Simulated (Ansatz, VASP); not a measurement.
WS2: VASP beside Ansatz

INCAR

```
SYSTEM = WS2
PREC = Accurate ; ENCUT = 520
EDIFF = 1E-7 ; ISMEAR = -1
SIGMA = 0.02 ; LREAL = .FALSE.
LASPH = .TRUE. ; NELM = 100
ALGO = Normal ; ISIF = 2
LWAVE = .FALSE. ; LCHARG = .FALSE.
GGA = PE ; NBANDS = 35
```

The input KPOINTS:

```
regular mesh
0
G
  12 12 2
  0 0 0
```

Contents of POSCAR:

```
WS2
1.0
    3.0431484417      0.0000000000      0.0000000000
   -1.5215742208      2.6354438580      0.0000000000
    0.0000000000      0.0000000000     11.9914277304
W S
2 4
Direct
    0.3333333333      0.6666666667      0.2500000000
    0.6666666667      0.3333333333      0.7500000000
    0.6666666667      0.3333333333      0.3833422358
    0.6666666667      0.3333333333      0.1166577642
    0.3333333333      0.6666666667      0.8833422358
    0.3333333333      0.6666666667      0.6166577642
```

Input for Ansatz:

```yaml
crystal:
  lattice:
    - [3.0431484417, 0.0, 0.0]
    - [-1.5215742208, 2.635443858, 0.0]
    - [0.0, 0.0, 11.9914277304]
  atoms:
    - { symbol: W, position: [0.3333333333, 0.6666666667, 0.25] }
    - { symbol: W, position: [0.6666666667, 0.3333333333, 0.75] }
    - { symbol: S, position: [0.6666666667, 0.3333333333, 0.3833422358] }
    - { symbol: S, position: [0.6666666667, 0.3333333333, 0.1166577642] }
    - { symbol: S, position: [0.3333333333, 0.6666666667, 0.8833422358] }
    - { symbol: S, position: [0.3333333333, 0.6666666667, 0.6166577642] }
kpoints:
  mp_grid: { grid: [12, 12, 2] }
  band_path:
    path:
      - [0.0, 0.0, 0.0]
      - [0.5, 0.0, 0.0]
      - [0.3333333333, 0.3333333333, 0.0]
      - [0.0, 0.0, 0.5]
      - [0.5, 0.0, 0.5]
      - [0.3333333333, 0.3333333333, 0.5]
      - [0.177083, 0.177083, 0.0]
    npoints: 1
hamiltonian:
  xc: pbe
scf:
  occupations: { method: fermi_dirac, width: 0.02 }
  n_extra_bands: 5
output:
  forces: true
  stress: true
  eigenvalues: true
```

Change from the starting cell: hydrostatic strain -4.0%.

Alike in both runs: task single point; functional PBE; k mesh 12 × 12 × 2; occupations fermi-dirac, width 0.02 eV; no spin polarisation.

|  | VASP | Ansatz |
| --- | --- | --- |
| version | VASP 6.6.1 | Ansatz 0.2.0 |
| potentials or method | VASP PAW PBE potentials, release 64 (W_sv, S) | plane waves, PAW |
| plane-wave cutoff (eV) | 520 | 420 |
| valence electrons in the cell | 52 | 52 |

Ansatz gave:

- gap on the k mesh at the Fermi level (eV): 0.82
- pressure (GPa): 15.9
- traceless stress, the component that is largest in VASP (GPa): -5.92
- rms of the force components (eV/Å): 0.131

Task: Estimate VASP's values.

Result: gap on the k mesh at the Fermi level (eV): 0.84; pressure (GPa): 15.8; traceless stress, the component that is largest in VASP (GPa): -5.93; rms of the force components (eV/Å): 0.132.

Atom by atom the forces differ by 0.001 eV/Å (rms over components).

Spin-orbit coupling is off throughout.
